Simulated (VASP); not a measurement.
The system is Yb.

```
CELL_PARAMETERS angstrom
-2.17980 2.17980 2.17980
2.17980 -2.17980 2.17980
2.17980 2.17980 -2.17980
ATOMIC_POSITIONS crystal
Yb 0.00000 0.00000 0.00000
```

Base run:

| Property | Result |
| --- | --- |
| Program | VASP 6.6.1 |
| Functional | PBEsol |
| Potentials or basis | VASP PAW PBE potentials, release 64 (Yb) |
| Cutoff | 520 eV |
| k mesh | 9 × 9 × 9 |
| Occupations | fermi-dirac, width 0.05 eV |
| Spin | collinear spin, ferromagnetic start |
| Starting moments | [1.0] μB |

Its results: band gap on the k mesh zero (filled and empty bands overlap); pressure -4.1 GPa; net moment 0.00 μB per cell.

Q: The run is repeated on the same cell with these changes: functional from PBEsol to r2SCAN; further incar settings from ALGO = Normal; EDIFF = 1e-06; NBANDS = 22 to ALGO = Normal; EDIFF = 1e-07; NBANDS = 22. What comes out?

A: Band gap on the k mesh zero (filled and empty bands overlap); pressure -3.3 GPa; net moment 0.00 μB per cell.

Caveats: the PAW data sets were made with another functional, which shifts forces and pressure a little; spin-orbit coupling is left out, which moves the levels of the heavy elements.
